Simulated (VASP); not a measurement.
# MgO (rocksalt type) (Fm-3m) in VASP: single point with PBE

Aim: the single point of MgO (rocksalt type) with PBE.

Program: VASP 6.6.1. These are calculated values, not measurements. Logs are shortened: lines on timing, memory, paths and dates and some standing lists are left out, and cuts for length are marked.

### Step 1. The cell of the first run

It takes space group Fm-3m (No. 225, cubic). The conventional cell has a = 4.254 Å, b = 4.254 Å, c = 4.254 Å, α = 90.00°, β = 90.00°, γ = 90.00°. Within 2.8 Å of Mg (site symmetry m-3m) lie 6 O at 2.13 Å. O (site symmetry m-3m) has 6 Mg at 2.13 Å within 2.8 Å.

### Step 2. Single point, PBE

INCAR reads:

```
SYSTEM = MgO
ALGO = Normal
EDIFF = 1E-7
ENCUT = 520
GGA = PE
ISIF = 2
ISMEAR = -1
LASPH = .TRUE.
LCHARG = .FALSE.
LREAL = .FALSE.
LWAVE = .FALSE.
NBANDS = 16
NELM = 100
PREC = Accurate
SIGMA = 0.02
```

KPOINTS reads:

```
k-points
0
G
  10 10 7
  0 0 0
```

POSCAR reads:

```
MgO
1.0
    2.1269412140      2.1269412140      0.0000000000
   -2.1269412140      2.1269412140      0.0000000000
    0.0000000000      0.0000000000      4.2538824280
Mg O
2 2
Direct
    0.0000000000      0.0000000000      0.0000000000
    0.5000000000      0.5000000000      0.5000000000
    0.5000000000      0.5000000000      0.0000000000
    0.0000000000      0.0000000000      0.5000000000
```

Potentials or basis: VASP PAW PBE potentials, release 64 (Mg, O).

Command:

```sh
$ cat potpaw_PBE.64/Mg/POTCAR potpaw_PBE.64/O/POTCAR > POTCAR
$ mpirun -np 1 vasp_std > vasp.out
```

OUTCAR:

```text
SYSTEM = MgO
   EDIFF = 1E-7
   ENCUT = 520
   GGA = PE
   ISIF = 2
   ISMEAR = -1
   LASPH = .TRUE.
   LREAL = .FALSE.
   NELM = 100
   PREC = Accurate

 ion  position               nearest neighbor table
   1  0.000  0.000  0.000-   3 2.13   4 2.13   4 2.13   3 2.13   3 2.13   3 2.13   2 3.01   2 3.01
                             2 3.01   2 3.01   2 3.01   2 3.01   2 3.01   2 3.01
   2  0.500  0.500  0.500-   3 2.13   4 2.13   3 2.13   4 2.13   4 2.13   4 2.13   1 3.01   1 3.01
                             1 3.01   1 3.01   1 3.01   1 3.01   1 3.01   1 3.01
   3  0.500  0.500  0.000-   1 2.13   2 2.13   2 2.13   1 2.13   1 2.13   1 2.13
   4  0.000  0.000  0.500-   1 2.13   2 2.13   1 2.13   2 2.13   2 2.13   2 2.13

  LATTYP: Found a simple tetragonal cell.
 ALAT       =     3.0079491112
 C/A-ratio  =     1.4142135624

  Lattice vectors:

 A1 = (   2.1269412140,   2.1269412140,   0.0000000000)
 A2 = (  -2.1269412140,   2.1269412140,   0.0000000000)
 A3 = (   0.0000000000,   0.0000000000,   4.2538824280)

Analysis of symmetry for initial positions (statically):
=====================================================================
 Subroutine PRICEL returns following result:

  LATTYP: Found a face centered cubic cell.
 ALAT       =     4.2538824280

  Lattice vectors:

 A1 = (   0.0000000000,  -2.1269412140,  -2.1269412140)
 A2 = (   2.1269412140,   0.0000000000,  -2.1269412140)
 A3 = (   2.1269412140,  -2.1269412140,  -0.0000000000)

   2 primitive cells build up your supercell.

 Routine SETGRP: Setting up the symmetry group for a
 simple tetragonal supercell.

 Subroutine GETGRP returns: Found 16 space group operations
 (whereof 16 operations were pure point group operations)
 out of a pool of 16 trial point group operations.

The static configuration has the point symmetry D_4h.

Analysis of symmetry for dynamics (positions and initial velocities):
=====================================================================
 Subroutine PRICEL returns following result:

  LATTYP: Found a face centered cubic cell.
 ALAT       =     4.2538824280

  Lattice vectors:

 A1 = (   0.0000000000,  -2.1269412140,  -2.1269412140)
 A2 = (   2.1269412140,   0.0000000000,  -2.1269412140)
 A3 = (   2.1269412140,  -2.1269412140,  -0.0000000000)

   2 primitive cells build up your supercell.

 Routine SETGRP: Setting up the symmetry group for a
 simple tetragonal supercell.

 Subroutine GETGRP returns: Found 16 space group operations
 (whereof 16 operations were pure point group operations)
 out of a pool of 16 trial point group operations.

The dynamic configuration has the point symmetry D_4h.

 Subroutine INISYM returns: Found 16 space group operations
 (whereof 16 operations are pure point group operations),
 and found     2 'primitive' translations

----------------------------------------------------------------------------------------

                                     Primitive cell

  volume of cell :      19.2440

  direct lattice vectors                    reciprocal lattice vectors
     0.000000000 -2.126941214 -2.126941214    -0.235079370 -0.235079370 -0.235079370
     2.126941214  0.000000000 -2.126941214     0.235079370  0.235079370 -0.235079370
     2.126941214 -2.126941214 -0.000000000     0.235079370 -0.235079370  0.235079370

  length of vectors
     3.007949111  3.007949111  3.007949111     0.407169412  0.407169412  0.407169412

  position of ions in fractional coordinates (direct lattice)
     0.000000000  0.000000000  0.000000000
     0.500000000  0.500000000  0.500000000

  ion indices of the primitive-cell ions
   primitive index   ion index
                 1           1
                 2           4

----------------------------------------------------------------------------------------

 KPOINTS: k-points

Automatic generation of k-mesh.
 Grid dimensions read from file:
 generate k-points for:   10   10    7

 Generating k-lattice:

  Cartesian coordinates                     Fractional coordinates (reciprocal lattice)
     0.023507937  0.023507937  0.000000000     0.100000000  0.000000000  0.000000000
    -0.023507937  0.023507937  0.000000000     0.000000000  0.100000000  0.000000000
     0.000000000  0.000000000  0.033582767     0.000000000  0.000000000  0.142857143

  Length of vectors
     0.033245243  0.033245243  0.033582767

  Shift w.r.t. Gamma in fractional coordinates (k-lattice)
     0.000000000  0.000000000  0.000000000

 Subroutine IBZKPT returns following result:
 ===========================================

 Found     84 irreducible k-points:

 Following reciprocal coordinates:
            Coordinates               Weight
  0.000000  0.000000  0.000000      1.000000
  0.100000  0.000000  0.000000      4.000000
  0.200000  0.000000  0.000000      4.000000
  0.300000  0.000000  0.000000      4.000000
  0.400000  0.000000  0.000000      4.000000
  0.500000  0.000000  0.000000      2.000000
[... 16 lines left out ...]
  0.100000  0.000000  0.142857      8.000000
  0.200000  0.000000  0.142857      8.000000
 [... further k-points ...]
   k-points           NKPTS =     84   k-points in BZ     NKDIM =     84   number of bands    NBANDS=     16
   number of dos      NEDOS =    301   number of ions     NIONS =      4
   total plane-waves  NPLWV =  18432
   dimension x,y,z NGX =    24 NGY =   24 NGZ =   32
   dimension x,y,z NGXF=    48 NGYF=   48 NGZF=   64
   ions per type =               2   2
   NGX,Y,Z   is equivalent  to a cutoff of  13.26, 13.26, 12.51 a.u.
   NGXF,Y,Z  is equivalent  to a cutoff of  26.53, 26.53, 25.01 a.u.
 SYSTEM =  MgO
   PREC   = accura    normal or accurate (medium, high low for compatibility)
   ISTART =      0    job   : 0-new  1-cont  2-samecut
   ICHARG =      2    charge: 1-file 2-atom 10-const
   ISPIN  =      1    spin polarized calculation?
   LNONCOLLINEAR =      F non collinear calculations
   LSORBIT =      F    spin-orbit coupling
   LASPH  =      T    aspherical Exc in radial PAW
   ENCUT  =  520.0 eV  38.22 Ry    6.18 a.u.   5.59  5.59  7.91*2*pi/ulx,y,z
   NELM   =    100;   NELMIN=  2; NELMDL= -5     # of ELM steps
   EDIFF  = 0.1E-06   stopping-criterion for ELM
   LREAL  =      F    real-space projection
   EDIFFG = 0.1E-05   stopping-criterion for IOM
   NSW    =      0    number of steps for IOM
   IBRION =     -1    ionic relax: 0-MD 1-quasi-New 2-CG
   NFREE  =      0    steps in history (QN), initial steepest desc. (CG)
   ISIF   =      2    stress and relaxation
   ISYM   =      2    0-nonsym 1-usesym 2-fastsym
   POTIM  = 0.5000    time-step for ionic-motion
   TEBEG  =    0.0;   TEEND  =   0.0 temperature during run
   PSTRESS=    0.0 pullay stress
   NELECT =      16.0000    total number of electrons
   NUPDOWN=      -1.0000    fix difference up-down
   EMIN   =  10.00;   EMAX   =-10.00  energy-range for DOS
   EFERMI =   0.00;   METHOD = LEGACY
   ISMEAR =    -1;   SIGMA  =   0.02  broadening in eV -4-tet -1-fermi 0-gaus
   EFERMI_NEDOS =   21; number of points for ismear=-14 and -15
   IALGO  =     38    algorithm
   IMIX   =      4    mixing-type and parameters
     AMIX     =   0.40;   BMIX     =  1.00
     AMIX_MAG =   1.60;   BMIX_MAG =  1.00
  volume/ion in A,a.u.               =       9.62        64.93
  Fermi-wavevector in a.u.,A,eV,Ry     =   1.221817  2.308899 20.311263  1.492836
  Thomas-Fermi vector in A             =   2.356985
   LORBIT       =      0    0 simple, 1 ext, 2 COOP (PROOUT), +10 PAW based schemes
   GGA     = PE    functional components
   LHFCALC =     F    Hartree Fock is set to
   AEXX    =    0.0000 exact exchange contribution
   IVDW    =     0    specifies the selected vdW correction
   LEPSILON=     F    determine dielectric tensor
   LRPA    =     F    only Hartree local field effects (RPA)
 non-spin polarized calculation
  energy-cutoff  :      520.00
  volume of cell :       38.49
 maximum number of plane-waves:      1055
 NGX is ok and might be reduce to    24
   NGX = 11   NGY = 11   NGZ = 15

 number of electron      15.9999990 magnetization

 Free energy of the ion-electron system (eV)
  ---------------------------------------------------
  ext. energy  EPLUGINS =         0.00000000
  ---------------------------------------------------
  free energy    TOTEN  =       -23.82336571 eV

  energy without entropy =      -23.82336571  energy(sigma->0) =      -23.82336571

 E-fermi :   3.4158     XC(G=0): -10.9391

 val. band max:        2.9679255654   @ k =   0.0000   0.0000   0.0000
 cond. band min:       7.4113771716   @ k =   0.0000   0.0000   0.0000
 fundamental gap:      4.4434516062
 Fermi energy:         3.4158155669

 k-point     1 :       0.0000    0.0000    0.0000
  band No.  band energies     occupation
      1     -14.1462      2.00000
      2     -12.6878      2.00000
      3      -0.9955      2.00000
      4       1.6606      2.00000
      5       1.6606      2.00000
      6       2.9679      2.00000
[... 8 lines left out ...]
     15      18.5995      0.00000
     16      21.4924      0.00000

 k-point     2 :       0.1000    0.0000    0.0000
  band No.  band energies     occupation
      1     -14.0789      2.00000
      2     -12.6792      2.00000
      3      -0.9006      2.00000
      4       1.3690      2.00000
      5       1.6947      2.00000
      6       2.5352      2.00000
[... 8 lines left out ...]
     15      18.7638      0.00000
     16      21.2311      0.00000

 k-point     3 :       0.2000    0.0000    0.0000
  band No.  band energies     occupation
      1     -13.8880      2.00000
      2     -12.6687      2.00000
      3      -0.6220      2.00000
      4       0.6990      2.00000
      5       1.6156      2.00000
      6       1.7936      2.00000
[... 8 lines left out ...]
     15      19.2564      0.00000
     16      20.8425      0.00000

 k-point     4 :       0.3000    0.0000    0.0000
  band No.  band energies     occupation
      1     -13.6070      2.00000
      2     -12.6930      2.00000
      3      -0.1789      2.00000
      4       0.0180      2.00000
      5       0.6714      2.00000
      6       1.9469      2.00000
[... 8 lines left out ...]
     15      20.0768      0.00000
     16      20.4701      0.00000

 k-point     5 :       0.4000    0.0000    0.0000
  band No.  band energies     occupation
      1     -13.2900      2.00000
      2     -12.7964      2.00000
      3      -0.4062      2.00000
      4      -0.0582      2.00000
      5       0.3928      2.00000
      6       1.6789      2.00000
[... 8 lines left out ...]
     15      20.1686      0.00000
     16      20.4045      0.00000

 k-point     6 :       0.5000    0.0000    0.0000
  band No.  band energies     occupation
      1     -13.0016      2.00000
      2     -13.0016      2.00000
      3      -0.4390      2.00000
      4      -0.4390      2.00000
      5       1.0372      2.00000
      6       1.0372      2.00000
[... 8 lines left out ...]
     15      20.1235      0.00000
     16      20.1235      0.00000
[... 267 lines left out ...]
 k-point    21 :       0.5000    0.5000    0.0000
  band No.  band energies     occupation
      1     -12.6878      2.00000
      2     -12.6878      2.00000
      3      -0.9955      2.00000
      4      -0.9955      2.00000
      5       1.6606      2.00000
      6       1.6606      2.00000
[... 8 lines left out ...]
     15      21.4924      0.00000
     16      21.4924      0.00000

 k-point    22 :       0.0000    0.0000    0.1429
  band No.  band energies     occupation
      1     -14.0776      2.00000
      2     -12.7630      2.00000
      3      -0.8840      2.00000
      4       1.7154      2.00000
      5       1.7154      2.00000
      6       2.5703      2.00000
[... 8 lines left out ...]
     15      18.7622      0.00000
     16      21.3558      0.00000

 k-point    23 :       0.1000    0.0000    0.1429
  band No.  band energies     occupation
      1     -14.0122      2.00000
      2     -12.7505      2.00000
      3      -0.8167      2.00000
      4       1.4510      2.00000
      5       1.7473      2.00000
      6       2.1421      2.00000
[... 8 lines left out ...]
     15      18.9030      0.00000
     16      21.1814      0.00000

 k-point    24 :       0.2000    0.0000    0.1429
  band No.  band energies     occupation
      1     -13.8271      2.00000
      2     -12.7271      2.00000
      3      -0.6589      2.00000
      4       0.8948      2.00000
      5       1.2759      2.00000
      6       1.8395      2.00000
[... 8 lines left out ...]
     15      19.2582      0.00000
     16      20.7611      0.00000

 [... further k-points ...]
[... 5 lines left out ...]
  --------------------------------------------------------------------------------------
  -------------------------------------------------------------------------------------
  Total       -0.1770107     -0.1770107     -0.1774932      0.0000000      0.0000000     -0.0000000
  in kB       -7.3685761     -7.3685761     -7.3886644      0.0000000      0.0000000     -0.0000000
  external PRESSURE =      -7.3752722 kB  Pullay stress =       0.0000000 kB

 VOLUME and BASIS-vectors are now :
 -----------------------------------------------------------------------------
  energy-cutoff  :      520.00
  volume of cell :       38.49
      direct lattice vectors                 reciprocal lattice vectors
     2.126941214  2.126941214  0.000000000     0.235079370  0.235079370  0.000000000
    -2.126941214  2.126941214  0.000000000    -0.235079370  0.235079370  0.000000000
     0.000000000  0.000000000  4.253882428     0.000000000  0.000000000  0.235079370

 POSITION                                       TOTAL-FORCE (eV/Angst)
 -----------------------------------------------------------------------------------
      0.00000      0.00000      0.00000        -0.000000     -0.000000      0.000000
      0.00000      2.12694      2.12694        -0.000000     -0.000000     -0.000000
      0.00000      2.12694      0.00000         0.000000      0.000000     -0.000000
      0.00000      0.00000      2.12694        -0.000000      0.000000      0.000000
 -----------------------------------------------------------------------------------
    total drift:                                0.000000     -0.000000     -0.000000

  FREE ENERGIE OF THE ION-ELECTRON SYSTEM (eV)
  ---------------------------------------------------
  free  energy   TOTEN  =       -23.8233657135 eV

  energy  without entropy=      -23.8233657135  energy(sigma->0) =      -23.82336571
```

Run time: 26 s. Hardware: 1 thread of Intel Xeon Platinum 8259CL at 2.50GHz (Skylake/Cascade Lake), shared host; peak memory 0.17 GiB.

Results:

- Free energy: -23.8234 eV
- Pressure: -0.7 GPa
- Band gap on the k mesh: 4.44 eV
